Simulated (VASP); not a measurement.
# Al36BN34 (a cell with a defect) in VASP: settings compared

Al36BN34 (a cell with a defect) is run at these levels: PBE, HSE06; tasks: single point.

Everything below comes from runs of VASP 6.6.1. Logs are shortened: lines on timing, memory, paths and dates and some standing lists are left out, and cuts for length are marked.

## (1) The cell of the first run

The cell holds a defect, 71 atoms: a = 9.389 Å, b = 9.389 Å, c = 10.035 Å, α = 90.00°, β = 90.00°, γ = 120.00°.

## (2) Single point, PBE

Input file INCAR:

```
SYSTEM = Al36BN34
PREC = Accurate
ENCUT = 520
EDIFF = 1E-6
ISMEAR = -1
SIGMA = 0.01
LREAL = Auto
LASPH = .TRUE.
NELM = 60
ALGO = Normal
ISIF = 2
LWAVE = .FALSE.
LCHARG = .FALSE.
GGA = PE
NBANDS = 182
NELECT = 280.0
```

Input file KPOINTS:

```
Automatic mesh
0
Gamma
  1 1 1
  0.25 0.25 0.25
```

Input file POSCAR:

```
Al36BN34
1.0
    9.3892708692      0.0000000866      0.0000000000
   -4.6946355096      8.1313470524      0.0000000000
    0.0000000000      0.0000000000     10.0348065929
Al N B
36 34 1
Direct
    0.2170482509      0.1076934039      0.2510527666
    0.1091654736      0.2221763896      0.5009150117
    0.2181942459      0.1088644349      0.7530252724
    0.1107058340      0.2229505172      1.0013683350
    0.2267284713      0.4454107346      0.2515621002
    0.1107412170      0.5561065040      0.5007033463
    0.2193732317      0.4432924977      0.7527833761
    0.1117287111      0.5553612144      1.0013177981
    0.2224270519      0.7772629086      0.2507677877
    0.1086243778      0.8857028443      0.5013712409
    0.2215802583      0.7769958069      0.7511106492
    0.1113068351      0.8879490379      1.0003239500
    0.5553783498      0.1103825293      0.2502101810
    0.4226667244      0.2033654629      0.5060054550
    0.5547553723      0.1092768677      0.7511611704
    0.4437637062      0.2193981541      0.9941130904
    0.5683875719      0.4458739549      0.2240358138
    0.4437504299      0.5622557284      0.5138685551
    0.5545949768      0.4423205917      0.7472253346
    0.4446949712      0.5564388034      0.9963199479
    0.5575896841      0.7769360774      0.2514920512
    0.4420005439      0.8871624817      0.5014097416
    0.5571430883      0.7810231999      0.7532896599
    0.4440597130      0.8878602622      1.0016373086
    0.8884482472      0.1127809507      0.2512517815
    0.7740957444      0.2251606525      0.5003317542
    0.8880077367      0.1123306326      0.7503922287
    0.7787297503      0.2238787268      0.9997223334
    0.8908893902      0.4478231510      0.2492676706
    0.7868611515      0.5732605821      0.5009712711
    0.8892062785      0.4445144406      0.7485207087
    0.7849150239      0.5596063503      0.9922627736
    0.8905862555      0.7796642557      0.2483638249
    0.7785069177      0.8931641380      0.5000567612
    0.8890410898      0.7809713708      0.7502689873
    0.7789488129      0.8908751517      1.0010427007
    0.2095116713      0.1017236363      0.4389905902
    0.1132691579      0.2233356267      0.1919024856
    0.2209370470      0.1109246761      0.9435260701
    0.1106243586      0.2218100741      0.6914304571
    0.2252842691      0.4459378073      0.4423917974
    0.1140149768      0.5548276531      0.1923027232
    0.2217361847      0.4440905656      0.9421597509
    0.1112236886      0.5551637872      0.6900722721
    0.2209116357      0.7771025978      0.4411641814
    0.1134883363      0.8895505097      0.1899159002
    0.2223947252      0.7774877946      0.9414523357
    0.1108500281      0.8880794788      0.6913814537
    0.5500956258      0.1100897118      0.4401667871
    0.5558683443      0.1099010680      0.9420858801
    0.4398938482      0.2165265851      0.6959578137
    0.4472953136      0.5549757207      0.1878846904
    0.5572080112      0.4438974799      0.9425763735
    0.4435457718      0.5571313867      0.6999425095
    0.5549020039      0.7787844771      0.4421030298
    0.4450315852      0.8886569359      0.1920760104
    0.5568658359      0.7797556859      0.9426407935
    0.4438765920      0.8880817458      0.6912769957
    0.8867977162      0.1159248836      0.4409643542
    0.7766398308      0.2247377020      0.1908626770
    0.8891324412      0.1127618791      0.9414424560
    0.7758267382      0.2222357896      0.6902941142
    0.8859182691      0.4481747068      0.4404313763
    0.7909029778      0.5629188392      0.1790253373
    0.8912021122      0.4443627779      0.9379119761
    0.7787302518      0.5577127431      0.6917580707
    0.8931217346      0.7874758046      0.4384966706
    0.7792547193      0.8908329679      0.1914940018
    0.8906196039      0.7821102019      0.9389105714
    0.7775946886      0.8904493006      0.6904128440
    0.5488051518      0.4293232294      0.4237722944
```

Potentials or basis: VASP PAW PBE potentials, release 64 (Al, N, B).

The run is started by

```console
> cat potpaw_PBE.64/Al/POTCAR potpaw_PBE.64/N/POTCAR potpaw_PBE.64/B/POTCAR > POTCAR
> mpirun -np 1 vasp_std > vasp.out
```

OUTCAR:

```text
SYSTEM = Al36BN34
   PREC = Accurate
   ENCUT = 520
   EDIFF = 1E-6
   ISMEAR = -1
   LREAL = Auto
   LASPH = .TRUE.
   NELM = 60
   ISIF = 2
   GGA = PE
   NELECT = 280.0

 ion  position               nearest neighbor table
   1  0.217  0.108  0.251-  46 1.88  38 1.88  37 1.89  14 3.06  33 3.07  12 3.09   4 3.09   2 3.09
                            10 3.09  25 3.11   5 3.13   9 3.13  13 3.16  16 3.17  17 3.25
   2  0.109  0.222  0.501-  37 1.90  59 1.91  40 1.91  41 1.91  14 3.04  25 3.08  27 3.08   1 3.09
                             5 3.09  34 3.10   7 3.10   3 3.11   6 3.13  10 3.16  26 3.16  18 3.17
   3  0.218  0.109  0.753-  51 1.89  40 1.90  48 1.90  39 1.91  14 2.99  16 3.04  12 3.06   4 3.08
                            35 3.08   2 3.11  10 3.11  27 3.12  11 3.13   7 3.13  19 3.15  15 3.16
   4  0.111  0.223  0.001-  43 1.89  39 1.90  61 1.90  38 1.91   7 3.07   3 3.08   1 3.09  25 3.09
                             5 3.09  27 3.10   8 3.12  36 3.12  28 3.12  20 3.13  16 3.14  12 3.15
   5  0.227  0.445  0.252-  42 1.90  38 1.90  52 1.90  41 1.92   2 3.09   4 3.09   6 3.11   8 3.11
                            21 3.11  20 3.11   1 3.13   9 3.14  25 3.15  29 3.16  18 3.17  17 3.22
   6  0.111  0.556  0.501-  45 1.89  44 1.90  41 1.92  63 1.93  31 3.07   9 3.09  11 3.09  29 3.09
                            18 3.10  10 3.10   7 3.11   5 3.11  22 3.11  30 3.12   2 3.13  26 3.13
   7  0.219  0.443  0.753-  44 1.90  54 1.90  43 1.90  40 1.90  18 3.01  20 3.05   8 3.07   4 3.07
                             2 3.10   6 3.11  31 3.11  27 3.11  11 3.12   3 3.13  19 3.15  23 3.17
   8  0.112  0.555  0.001-  43 1.89  65 1.90  47 1.90  42 1.92   7 3.07  29 3.07   9 3.09  32 3.09
                            11 3.09   5 3.11  31 3.12   4 3.12  28 3.12  24 3.12  20 3.12  12 3.12
   9  0.222  0.777  0.251-  46 1.90  42 1.90  56 1.90  45 1.91  24 3.08  22 3.08   8 3.09   6 3.09
                            12 3.09  10 3.10  29 3.10  13 3.13  33 3.13   1 3.13   5 3.14  21 3.15
  10  0.109  0.886  0.501-  67 1.86  37 1.87  45 1.90  48 1.91  14 2.97  30 2.98  35 3.07  11 3.09
                             1 3.09  33 3.10   9 3.10   6 3.10   3 3.11  22 3.12  34 3.14   2 3.16
  11  0.222  0.777  0.751-  48 1.90  58 1.90  44 1.90  47 1.91  12 3.08  22 3.08  10 3.09   6 3.09
                             8 3.09  24 3.10  31 3.12   7 3.12  15 3.12  23 3.13   3 3.13  35 3.14
  12  0.111  0.888  0.000-  47 1.90  69 1.90  39 1.90  46 1.90   3 3.06  33 3.07  32 3.07  11 3.08
                             1 3.09  35 3.09   9 3.09  16 3.12  24 3.12   8 3.12  36 3.13   4 3.15
  13  0.555  0.110  0.250-  56 1.89  60 1.90  49 1.91  26 3.08  24 3.08  28 3.10  17 3.10  22 3.11
                            25 3.12   9 3.13  16 3.13  21 3.14  29 3.16  14 3.16   1 3.16
  14  0.423  0.203  0.506-  37 1.86  51 1.91  49 1.92  71 2.02  10 2.97   3 2.99   2 3.04   1 3.06
                            22 3.06  15 3.08  19 3.11  13 3.16  26 3.20  18 3.28
  15  0.555  0.109  0.751-  51 1.89  58 1.90  62 1.90  50 1.92  16 3.03  14 3.08  26 3.09  28 3.09
                            22 3.09  24 3.09  23 3.09  27 3.11  11 3.12  19 3.13  31 3.14   3 3.16
  16  0.444  0.219  0.994-  50 1.88  39 1.88  53 1.90  17 2.95  15 3.03   3 3.04  19 3.07  24 3.12
                            12 3.12  28 3.12  13 3.13   4 3.14  20 3.16   1 3.17  32 3.20
  17  0.568  0.446  0.224-  64 1.87  52 1.91  71 2.01  32 2.92  16 2.95  20 2.98  29 3.03  33 3.09
                            13 3.10  21 3.17   5 3.22   1 3.25  30 3.30
  18  0.444  0.562  0.514-  54 1.87  55 1.90  41 1.92  71 2.14  23 2.99  19 3.00   7 3.01  22 3.06
                             6 3.10  34 3.13  21 3.16   5 3.17   2 3.17  30 3.17  14 3.28
  19  0.555  0.442  0.747-  54 1.90  66 1.91  51 1.91  53 1.96  18 3.00  16 3.07  32 3.09  20 3.09
[... 350 lines left out ...]
   LORBIT       =      0    0 simple, 1 ext, 2 COOP (PROOUT), +10 PAW based schemes
   GGA     = PE    functional components
[... 5 lines left out ...]
 non-spin polarized calculation
  energy-cutoff  :      520.00
  volume of cell :      766.13
 maximum number of plane-waves:     20622
 NGX is ok and might be reduce to    70
   NGX = 35   NGY = 35   NGZ = 37

 number of electron     279.9999995 magnetization

 Free energy of the ion-electron system (eV)
  ---------------------------------------------------
  ext. energy  EPLUGINS =         0.00000000
  ---------------------------------------------------
  free energy    TOTEN  =      -523.37795359 eV

  energy without entropy =     -523.37791735  energy(sigma->0) =     -523.37793547

 E-fermi :   7.1176     XC(G=0): -10.7765

 val. band max:        7.0364166168   @ k =   0.5000   0.2500   0.2500
 cond. band min:       7.1983928958   @ k =   0.5000  -0.2500   0.2500
 fundamental gap:      0.1619762791
 Fermi energy:         7.1175728388

 k-point     1 :       0.2500    0.2500    0.2500
  band No.  band energies     occupation
      1      -8.8559      2.00000
      2      -8.5657      2.00000
      3      -8.5574      2.00000
      4      -8.3785      2.00000
      5      -8.1583      2.00000
      6      -8.0956      2.00000
[... 919 lines left out ...]
    151      11.6860      0.00000
    152      11.7875      0.00000
 [bands above 152 left out]

------------------------ aborting loop because EDIFF is reached ----------------------------------------

  FORCE on cell =-STRESS in cart. coord.  units (eV):
  Direction    XX          YY          ZZ          XY          YZ          ZX
  --------------------------------------------------------------------------------------
  -------------------------------------------------------------------------------------
  Total       -9.2582043     -0.5016188     -0.2772040      3.2779921     -0.6909755     -3.5374207
  in kB      -19.3612756     -1.0490134     -0.5797046      6.8551209     -1.4450067     -7.3976524
  external PRESSURE =      -6.9966646 kB  Pullay stress =       0.0000000 kB

 VOLUME and BASIS-vectors are now :
 -----------------------------------------------------------------------------
  energy-cutoff  :      520.00
  volume of cell :      766.13
      direct lattice vectors                 reciprocal lattice vectors
     9.389270869  0.000000087  0.000000000     0.106504542  0.061490427  0.000000000
    -4.694635510  8.131347052  0.000000000    -0.000000001  0.122980853  0.000000000
     0.000000000  0.000000000 10.034806593     0.000000000  0.000000000  0.099653141

 POSITION                                       TOTAL-FORCE (eV/Angst)
 -----------------------------------------------------------------------------------
      1.53234      0.87569      2.51927        -0.029798      0.025426      0.006088
     -0.01805      1.80659      5.02659        -0.056182      0.074652     -0.010543
      1.53761      0.88521      7.55646         0.009264     -0.014734      0.003895
     -0.00722      1.81289      0.01373        -0.036366      0.017701      0.014235
      0.03777      3.62179      2.52438         0.024307     -0.018015      0.047148
     -1.57094      4.52189      5.02446        -0.012568     -0.043003     -0.049109
[... 63 lines left out ...]
      3.12071      7.24055      6.92816        -0.029509      0.020055      0.003802
      3.13736      3.49098      4.25247        -0.084352      0.063574      0.044018
 -----------------------------------------------------------------------------------
    total drift:                               -0.013843      0.005062      0.041466

  FREE ENERGIE OF THE ION-ELECTRON SYSTEM (eV)
  ---------------------------------------------------
  free  energy   TOTEN  =      -523.3779535936 eV

  energy  without entropy=     -523.3779173452  energy(sigma->0) =     -523.37793547
```

It took 55 min on 1 thread of Intel Xeon 8259CL, shared host; peak memory 1.1 GiB.

What came out:

| Property | Result |
| --- | --- |
| Free energy | -523.3780 eV |
| Largest force | 0.120 eV/Å |

Forces in eV/Å, atoms in the order of the input:
```
Al  -0.030  0.025  0.006
Al  -0.056  0.075 -0.011
Al   0.009 -0.015  0.004
Al  -0.036  0.018  0.014
Al   0.024 -0.018  0.047
Al  -0.013 -0.043 -0.049
Al   0.032 -0.004 -0.015
Al  -0.017  0.012  0.005
Al   0.074 -0.029  0.017
Al   0.011 -0.008  0.024
Al   0.034 -0.022 -0.006
Al  -0.016  0.019 -0.036
Al   0.035 -0.007  0.019
Al   0.092 -0.011  0.002
Al   0.043 -0.021 -0.015
Al  -0.016  0.029 -0.015
Al  -0.036 -0.031 -0.004
Al  -0.020 -0.027 -0.114
Al   0.018  0.002  0.013
Al  -0.023  0.020  0.000
Al  -0.024 -0.028  0.010
Al   0.005  0.033 -0.040
Al   0.019 -0.025 -0.010
Al  -0.022  0.011  0.020
Al   0.013  0.033 -0.016
Al  -0.046  0.037 -0.026
Al   0.021 -0.014 -0.004
Al  -0.022  0.015  0.026
Al   0.054 -0.055  0.051
Al   0.070 -0.097  0.011
Al   0.038 -0.020 -0.013
Al  -0.036  0.004 -0.033
Al  -0.057  0.037  0.043
Al  -0.080  0.024 -0.002
Al   0.019 -0.008  0.004
Al  -0.031  0.017 -0.002
N    0.061  0.038  0.016
N   -0.027 -0.008  0.005
N    0.050 -0.012  0.005
N   -0.033  0.016  0.009
N    0.001 -0.019  0.020
N   -0.060  0.031 -0.031
N    0.038 -0.018  0.006
N   -0.047  0.019  0.027
N    0.012 -0.001  0.003
N    0.031  0.009 -0.032
N    0.030 -0.013  0.009
N   -0.044  0.024 -0.009
N    0.024 -0.059 -0.021
N    0.026 -0.016  0.030
N   -0.045  0.049 -0.012
N   -0.015  0.031  0.017
N    0.034 -0.022 -0.021
N   -0.039  0.032  0.018
N    0.041  0.002  0.016
N   -0.015  0.031 -0.014
N    0.040 -0.026 -0.003
N   -0.047  0.027  0.024
N    0.060 -0.043 -0.001
N   -0.020 -0.010 -0.001
N    0.041 -0.026  0.000
N   -0.046  0.019  0.018
N    0.040  0.033  0.016
N    0.000 -0.014 -0.022
N    0.030 -0.017 -0.002
N   -0.066  0.005 -0.015
N    0.013 -0.056 -0.009
N   -0.021  0.014 -0.008
N    0.039 -0.032  0.006
N   -0.030  0.020  0.004
B   -0.084  0.064  0.044
```

Levels at points of the mesh, in eV from the Fermi level:
| k point | band 138 | band 139 | band 140 | band 141 | band 142 | band 143 |
| --- | --- | --- | --- | --- | --- | --- |
| (0.25, 0.25, 0.25) | -1.25 | -0.24 | -0.14 | 0.19 | 2.32 | 2.78 |

Caveat: the cell carries a net charge on a neutralising background, which shifts energy and pressure; the cell is charged against a uniform background, so pressure and absolute levels hang on convention.

## (3) Single point, HSE06

POSCAR is that of step 2.

Input file INCAR.step1:

```
SYSTEM = Al36BN34
  PREC = Accurate
  ENCUT = 520
  EDIFF = 1E-5
  ISMEAR = -1
  SIGMA = 0.01
  LREAL = Auto
  LASPH = .TRUE.
  NELM = 120
  ALGO = Normal
  ISIF = 2
  LWAVE = .TRUE.
  LCHARG = .FALSE.
  NBANDS = 182
  GGA = PE
  NELECT = 280.0
  GGA_COMPAT = .FALSE.
  ISYM = -1
```

Input file INCAR.step2:

```
SYSTEM = Al36BN34
  PREC = Accurate
  ENCUT = 520
  EDIFF = 1E-6
  ISMEAR = -1
  SIGMA = 0.01
  LREAL = Auto
  LASPH = .TRUE.
  NELM = 120
  ALGO = Normal
  ISIF = 2
  LWAVE = .FALSE.
  LCHARG = .FALSE.
  GGA = PE
  LHFCALC = .TRUE.
  HFSCREEN = 0.2079
  PRECFOCK = Fast
  NBANDS = 182
  ISTART = 1
  NELECT = 280.0
  GGA_COMPAT = .FALSE.
  ISYM = -1
```

Input file KPOINTS:

```
explicit points
1
Reciprocal
  0.25000000   0.25000000   0.25000000 1
```

Potentials or basis: VASP PAW PBE potentials, release 64 (Al, N, B).

The run is started by

```console
> cat potpaw_PBE.64/Al/POTCAR potpaw_PBE.64/N/POTCAR potpaw_PBE.64/B/POTCAR > POTCAR
> cp INCAR.step1 INCAR
> mpirun -np 1 vasp_std > vasp.out
> cp INCAR.step2 INCAR
> mpirun -np 1 vasp_std > vasp.out
```

It took 30 min on 1 thread of Intel Xeon Platinum 8259CL at 2.50GHz (Skylake/Cascade Lake), shared host; peak memory 1.1 GiB.

It converged, with:

* Free energy: -611.8325 eV
* Largest force: 0.357 eV/Å

Forces in eV/Å, atoms in the order of the input:
```
Al  -0.276 -0.151  0.080
Al  -0.038 -0.007  0.005
Al   0.003 -0.003  0.007
Al  -0.014  0.013 -0.009
Al  -0.022  0.023 -0.021
Al   0.005 -0.005  0.000
Al  -0.003  0.008  0.024
Al   0.019 -0.008 -0.002
Al   0.021 -0.030  0.006
Al  -0.016  0.011 -0.008
Al   0.006 -0.003  0.004
Al  -0.008 -0.005 -0.015
Al   0.246 -0.156  0.100
Al  -0.031 -0.205  0.060
Al   0.005 -0.010 -0.004
Al   0.005 -0.002 -0.257
Al  -0.017  0.263 -0.096
Al  -0.246  0.180  0.186
Al   0.002  0.024  0.076
Al  -0.024  0.025  0.040
Al  -0.015 -0.005 -0.012
Al   0.025  0.015 -0.014
Al  -0.009  0.001  0.024
Al   0.023 -0.017 -0.008
Al  -0.006 -0.006  0.021
Al   0.024 -0.021  0.011
Al  -0.004 -0.003 -0.001
Al   0.019 -0.002 -0.011
Al   0.050  0.013 -0.009
Al   0.198  0.188  0.098
Al   0.005  0.005  0.014
Al   0.011  0.013  0.015
Al   0.000  0.032 -0.014
Al  -0.013  0.027  0.004
Al   0.005 -0.006  0.023
Al  -0.010 -0.005 -0.008
N    0.092  0.040 -0.011
N    0.058 -0.013  0.000
N    0.048  0.015  0.018
N    0.003  0.003 -0.002
N    0.086  0.002  0.015
N   -0.022  0.012 -0.008
N    0.004 -0.005 -0.023
N   -0.009 -0.005 -0.003
N   -0.006  0.008  0.004
N    0.019  0.050  0.002
N   -0.009  0.013  0.007
N   -0.012  0.006 -0.011
N   -0.050  0.026 -0.026
N   -0.048  0.025  0.026
N   -0.014  0.015 -0.052
N    0.057 -0.058 -0.004
N    0.001 -0.042  0.031
N    0.024 -0.013 -0.115
N    0.022 -0.063  0.027
N   -0.039  0.054 -0.007
N   -0.003 -0.002 -0.033
N   -0.003  0.006 -0.001
N    0.013 -0.016 -0.014
N   -0.043 -0.003 -0.002
N    0.000 -0.002  0.005
N   -0.002  0.009  0.001
N   -0.077  0.013  0.004
N   -0.066 -0.075  0.014
N   -0.024  0.011  0.003
N   -0.020 -0.004 -0.057
N    0.009 -0.076  0.024
N    0.006 -0.002  0.000
N    0.017 -0.022 -0.005
N    0.006 -0.003 -0.001
B    0.064 -0.097 -0.117
```

Levels at points of the mesh, in eV from the Fermi level:
| k point | band 137 | band 138 | band 139 | band 140 | band 141 | band 142 | band 143 | band 144 |
| --- | --- | --- | --- | --- | --- | --- | --- | --- |
| (0.25, 0.25, 0.25) | -1.96 | -1.50 | -0.48 | -0.26 | 0.95 | 3.18 | 3.66 | 4.20 |

Caveat: the cell carries a net charge on a neutralising background, which shifts energy and pressure; the cell is charged against a uniform background, so pressure and absolute levels hang on convention; the PAW data sets were made with another functional, which shifts forces and pressure a little.

(Part 1 of 3 ends here.)
